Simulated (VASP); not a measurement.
# K (P4/mmm) in VASP: single point with LDA

Aim: the single point of K with LDA.

Program: VASP 6.6.1. These are calculated values, not measurements. Logs are shortened: lines on timing, memory, paths and dates and some standing lists are left out, and cuts for length are marked.

**1. The cell of the first run**

The structure is tetragonal, space group P4/mmm (No. 123). Conventional cell: a = 10.080 Å, b = 10.080 Å, c = 4.325 Å, α = 90.00°, β = 90.00°, γ = 90.00°. K (site symmetry 4/mmm) has 2 K at 4.32 Å within 5.7 Å.

**2. Single point, LDA**

INCAR

```
SYSTEM = K
PREC = Accurate
ENCUT = 520
EDIFF = 1E-6
ISMEAR = 0
SIGMA = 0.15
LREAL = .False.
LASPH = .True.
NELM = 100
ALGO = Fast
ISIF = 2
LWAVE = .False.
LCHARG = .False.
NBANDS = 10
```

KPOINTS

```
regular mesh
0
Gamma
  6 6 12
  0 0 0
```

POSCAR

```
K
1.0
   10.0796055900      0.0000000000      0.0000000000
    0.0000000000     10.0796055900      0.0000000000
    0.0000000000      0.0000000000      4.3245983300
K
1
Direct
    0.0000000000      0.0000000000      0.0000000000
```

Potentials or basis: VASP PAW LDA potentials, release 64 (K_sv).

The run is started by

```
> cat potpaw_LDA.64/K_sv/POTCAR > POTCAR
> mpirun -np 1 vasp_std > vasp.out
```

OUTCAR:

```text
SYSTEM = K
   PREC = Accurate
   ENCUT = 520
   EDIFF = 1E-6
   ISMEAR = 0
   LREAL = .False.
   LASPH = .True.
   NELM = 100
   ISIF = 2

 ion  position               nearest neighbor table
   1  0.000  0.000  0.000-

  LATTYP: Found a simple tetragonal cell.
 ALAT       =    10.0796055900
 C/A-ratio  =     0.4290443997

  Lattice vectors:

 A1 = (  10.0796055900,   0.0000000000,   0.0000000000)
 A2 = (   0.0000000000,  10.0796055900,   0.0000000000)
 A3 = (   0.0000000000,   0.0000000000,   4.3245983300)

Analysis of symmetry for initial positions (statically):
=====================================================================
 Subroutine PRICEL returns:
 Original cell was already a primitive cell.

 Routine SETGRP: Setting up the symmetry group for a
 simple tetragonal supercell.

 Subroutine GETGRP returns: Found 16 space group operations
 (whereof 16 operations were pure point group operations)
 out of a pool of 16 trial point group operations.

The static configuration has the point symmetry D_4h.

Analysis of symmetry for dynamics (positions and initial velocities):
=====================================================================
 Subroutine PRICEL returns:
 Original cell was already a primitive cell.

 Routine SETGRP: Setting up the symmetry group for a
 simple tetragonal supercell.

 Subroutine GETGRP returns: Found 16 space group operations
 (whereof 16 operations were pure point group operations)
 out of a pool of 16 trial point group operations.

The dynamic configuration has the point symmetry D_4h.

 Subroutine INISYM returns: Found 16 space group operations
 (whereof 16 operations are pure point group operations),
 and found     1 'primitive' translations

----------------------------------------------------------------------------------------

                                     Primitive cell

  volume of cell :     439.3725

  direct lattice vectors                    reciprocal lattice vectors
    10.079605590  0.000000000  0.000000000     0.099210231  0.000000000  0.000000000
     0.000000000 10.079605590  0.000000000     0.000000000  0.099210231  0.000000000
     0.000000000  0.000000000  4.324598330     0.000000000  0.000000000  0.231235348

  length of vectors
    10.079605590 10.079605590  4.324598330     0.099210231  0.099210231  0.231235348

  position of ions in fractional coordinates (direct lattice)
     0.000000000  0.000000000  0.000000000

  ion indices of the primitive-cell ions
   primitive index   ion index
                 1           1

----------------------------------------------------------------------------------------

 KPOINTS: regular mesh

Automatic generation of k-mesh.
 Grid dimensions read from file:
 generate k-points for:    6    6   12

 Generating k-lattice:

  Cartesian coordinates                     Fractional coordinates (reciprocal lattice)
     0.016535039  0.000000000  0.000000000     0.166666667  0.000000000  0.000000000
     0.000000000  0.016535039  0.000000000     0.000000000  0.166666667  0.000000000
     0.000000000  0.000000000  0.019269612     0.000000000  0.000000000  0.083333333

  Length of vectors
     0.016535039  0.016535039  0.019269612

  Shift w.r.t. Gamma in fractional coordinates (k-lattice)
     0.000000000  0.000000000  0.000000000

 Subroutine IBZKPT returns following result:
 ===========================================

 Found     70 irreducible k-points:

 Following reciprocal coordinates:
            Coordinates               Weight
  0.000000  0.000000  0.000000      1.000000
  0.166667  0.000000  0.000000      4.000000
  0.333333  0.000000  0.000000      4.000000
  0.500000  0.000000  0.000000      2.000000
  0.166667  0.166667  0.000000      4.000000
  0.333333  0.166667  0.000000      8.000000
[... 16 lines left out ...]
  0.333333  0.000000  0.166667      8.000000
  0.500000  0.000000  0.166667      4.000000
 [... further k-points ...]
   k-points           NKPTS =     70   k-points in BZ     NKDIM =     70   number of bands    NBANDS=     10
   number of dos      NEDOS =    301   number of ions     NIONS =      1
   total plane-waves  NPLWV = 204800
   dimension x,y,z NGX =    80 NGY =   80 NGZ =   32
   dimension x,y,z NGXF=   160 NGYF=  160 NGZF=   64
   ions per type =               1
   NGX,Y,Z   is equivalent  to a cutoff of  13.19, 13.19, 12.30 a.u.
   NGXF,Y,Z  is equivalent  to a cutoff of  26.39, 26.39, 24.60 a.u.
 SYSTEM =  K
   PREC   = accura    normal or accurate (medium, high low for compatibility)
   ISTART =      0    job   : 0-new  1-cont  2-samecut
   ICHARG =      2    charge: 1-file 2-atom 10-const
   ISPIN  =      1    spin polarized calculation?
   LNONCOLLINEAR =      F non collinear calculations
   LSORBIT =      F    spin-orbit coupling
   LASPH  =      T    aspherical Exc in radial PAW
   ENCUT  =  520.0 eV  38.22 Ry    6.18 a.u.  18.74 18.74  8.04*2*pi/ulx,y,z
   NELM   =    100;   NELMIN=  2; NELMDL= -5     # of ELM steps
   EDIFF  = 0.1E-05   stopping-criterion for ELM
   LREAL  =      F    real-space projection
   EDIFFG = 0.1E-04   stopping-criterion for IOM
   NSW    =      0    number of steps for IOM
   IBRION =     -1    ionic relax: 0-MD 1-quasi-New 2-CG
   NFREE  =      0    steps in history (QN), initial steepest desc. (CG)
   ISIF   =      2    stress and relaxation
   ISYM   =      2    0-nonsym 1-usesym 2-fastsym
   POTIM  = 0.5000    time-step for ionic-motion
   TEBEG  =    0.0;   TEEND  =   0.0 temperature during run
   PSTRESS=    0.0 pullay stress
   NELECT =       9.0000    total number of electrons
   NUPDOWN=      -1.0000    fix difference up-down
   EMIN   =  10.00;   EMAX   =-10.00  energy-range for DOS
   EFERMI =   0.00;   METHOD = LEGACY
   ISMEAR =     0;   SIGMA  =   0.15  broadening in eV -4-tet -1-fermi 0-gaus
   EFERMI_NEDOS =   21; number of points for ismear=-14 and -15
   IALGO  =     68    algorithm
   IMIX   =      4    mixing-type and parameters
     AMIX     =   0.40;   BMIX     =  1.00
     AMIX_MAG =   1.60;   BMIX_MAG =  1.00
  volume/ion in A,a.u.               =     439.37      2965.03
  Fermi-wavevector in a.u.,A,eV,Ry     =   0.447931  0.846467  2.729906  0.200642
  Thomas-Fermi vector in A             =   1.427117
   LORBIT       =      0    0 simple, 1 ext, 2 COOP (PROOUT), +10 PAW based schemes
   GGA     = CA    functional components
   LHFCALC =     F    Hartree Fock is set to
   AEXX    =    0.0000 exact exchange contribution
   IVDW    =     0    specifies the selected vdW correction
   LEPSILON=     F    determine dielectric tensor
   LRPA    =     F    only Hartree local field effects (RPA)
 non-spin polarized calculation
 RMM-DIIS sequential band-by-band and
 Gauss-broadening in eV      SIGMA  =   0.15
  energy-cutoff  :      520.00
  volume of cell :      439.37
 maximum number of plane-waves:     11912
 NGX is ok and might be reduce to    80
   NGX = 37   NGY = 37   NGZ = 17

 number of electron       9.0000000 magnetization

 Free energy of the ion-electron system (eV)
  ---------------------------------------------------
  ext. energy  EPLUGINS =         0.00000000
  ---------------------------------------------------
  free energy    TOTEN  =        -0.59671168 eV

  energy without entropy =       -0.58266657  energy(sigma->0) =       -0.58968913

 E-fermi :  -2.1222     XC(G=0):  -2.1421

 val. band max:       -2.1226320974   @ k =   0.3333   0.1667   0.2500
 cond. band min:      -2.1214272857   @ k =   0.5000   0.0000   0.2500
 fundamental gap:      0.0012048117
 Fermi energy:        -2.1221836749

 k-point     1 :       0.0000    0.0000    0.0000
  band No.  band energies     occupation
      1     -34.3884      2.00000
      2     -18.1078      2.00000
      3     -18.1078      2.00000
      4     -18.0283      2.00000
      5      -2.7511      2.00000
      6      -0.6711      0.00000
      7      -0.6711      0.00000
      8      -0.2154      0.00000
      9       0.0286      0.00000
     10       0.6293      0.00000

 k-point     2 :       0.1667    0.0000    0.0000
  band No.  band energies     occupation
      1     -34.3884      2.00000
      2     -18.1078      2.00000
      3     -18.1078      2.00000
      4     -18.0283      2.00000
      5      -2.7433      2.00000
      6      -0.8181      0.00000
      7      -0.6594      0.00000
      8      -0.1157      0.00000
      9       0.1661      0.00000
     10       0.5532      0.00000

 k-point     3 :       0.3333    0.0000    0.0000
  band No.  band energies     occupation
      1     -34.3884      2.00000
      2     -18.1078      2.00000
      3     -18.1078      2.00000
      4     -18.0283      2.00000
      5      -2.7272      2.00000
      6      -0.9985      0.00000
      7      -0.6342      0.00000
      8      -0.0420      0.00000
      9       0.4263      0.00000
     10       0.5036      0.00000

 k-point     4 :       0.5000    0.0000    0.0000
  band No.  band energies     occupation
      1     -34.3884      2.00000
      2     -18.1078      2.00000
      3     -18.1077      2.00000
      4     -18.0283      2.00000
      5      -2.7187      2.00000
      6      -1.0674      0.00000
      7      -0.6205      0.00000
      8      -0.0133      0.00000
      9       0.3703      0.00000
     10       0.7269      0.00000
[... 222 lines left out ...]
 k-point    22 :       0.1667    0.0000    0.1667
  band No.  band energies     occupation
      1     -34.3874      2.00000
      2     -18.1057      2.00000
      3     -18.1057      2.00000
      4     -18.0490      2.00000
      5      -2.4744      1.99910
      6      -0.6408      0.00000
      7      -0.4991      0.00000
      8       0.1193      0.00000
      9       0.3681      0.00000
     10       0.7482      0.00000

 k-point    23 :       0.3333    0.0000    0.1667
  band No.  band energies     occupation
      1     -34.3874      2.00000
      2     -18.1057      2.00000
      3     -18.1057      2.00000
      4     -18.0490      2.00000
      5      -2.4572      1.99841
      6      -0.8125      0.00000
      7      -0.4764      0.00000
      8       0.1889      0.00000
      9       0.6273      0.00000
     10       0.6872      0.00000

 k-point    24 :       0.5000    0.0000    0.1667
  band No.  band energies     occupation
      1     -34.3874      2.00000
      2     -18.1057      2.00000
      3     -18.1057      2.00000
      4     -18.0490      2.00000
      5      -2.4482      1.99788
      6      -0.8795      0.00000
      7      -0.4641      0.00000
      8       0.2170      0.00000
      9       0.5741      0.00000
     10       0.8986      0.00000

 [... further k-points ...]

------------------------ aborting loop because EDIFF is reached ----------------------------------------

  FORCE on cell =-STRESS in cart. coord.  units (eV):
  Direction    XX          YY          ZZ          XY          YZ          ZX
  --------------------------------------------------------------------------------------
  -------------------------------------------------------------------------------------
  Total       -0.0183812     -0.0183812     -0.3692473      0.0000000     -0.0000000      0.0000000
  in kB       -0.0670274     -0.0670274     -1.3464648      0.0000000     -0.0000000      0.0000000
  external PRESSURE =      -0.4935066 kB  Pullay stress =       0.0000000 kB

 VOLUME and BASIS-vectors are now :
 -----------------------------------------------------------------------------
  energy-cutoff  :      520.00
  volume of cell :      439.37
      direct lattice vectors                 reciprocal lattice vectors
    10.079605590  0.000000000  0.000000000     0.099210231  0.000000000  0.000000000
     0.000000000 10.079605590  0.000000000     0.000000000  0.099210231  0.000000000
     0.000000000  0.000000000  4.324598330     0.000000000  0.000000000  0.231235348

 POSITION                                       TOTAL-FORCE (eV/Angst)
 -----------------------------------------------------------------------------------
      0.00000      0.00000      0.00000         0.000000      0.000000      0.000000
 -----------------------------------------------------------------------------------
    total drift:                               -0.000000      0.000000      0.000000

  FREE ENERGIE OF THE ION-ELECTRON SYSTEM (eV)
  ---------------------------------------------------
  free  energy   TOTEN  =        -0.5967116820 eV

  energy  without entropy=       -0.5826665729  energy(sigma->0) =       -0.58968913
```

Wall time 3.7 min (1 thread of Intel Xeon Platinum 8559C (Emerald Rapids), shared host); peak memory 0.54 GiB.

Results:

* Free energy: -0.5967 eV
* Pressure: 0.0 GPa
* Band gap on the k mesh: zero (an odd number of electrons rules out a gap without spin polarisation)

Levels at points of the mesh, in eV from the Fermi level:
| k point | band 1 | band 2 | band 3 | band 4 | band 5 | band 6 | band 7 | band 8 |
| --- | --- | --- | --- | --- | --- | --- | --- | --- |
| (0.00, 0.00, 0.00) | -32.27 | -15.99 | -15.99 | -15.91 | -0.63 | 1.45 | 1.45 | 1.91 |
| (0.50, 0.00, 0.00) | -32.27 | -15.99 | -15.99 | -15.91 | -0.60 | 1.05 | 1.50 | 2.11 |
| (0.50, 0.50, 0.00) | -32.27 | -15.99 | -15.99 | -15.91 | -0.57 | 1.13 | 1.13 | 2.04 |
| (0.00, 0.00, 0.50) | -32.26 | -15.99 | -15.98 | -15.98 | 1.45 | 1.62 | 2.42 | 2.42 |
| (0.50, 0.00, 0.50) | -32.26 | -15.99 | -15.98 | -15.98 | 1.48 | 1.68 | 2.31 | 2.43 |
| (0.50, 0.50, 0.50) | -32.26 | -15.99 | -15.98 | -15.98 | 1.51 | 1.73 | 2.33 | 2.33 |
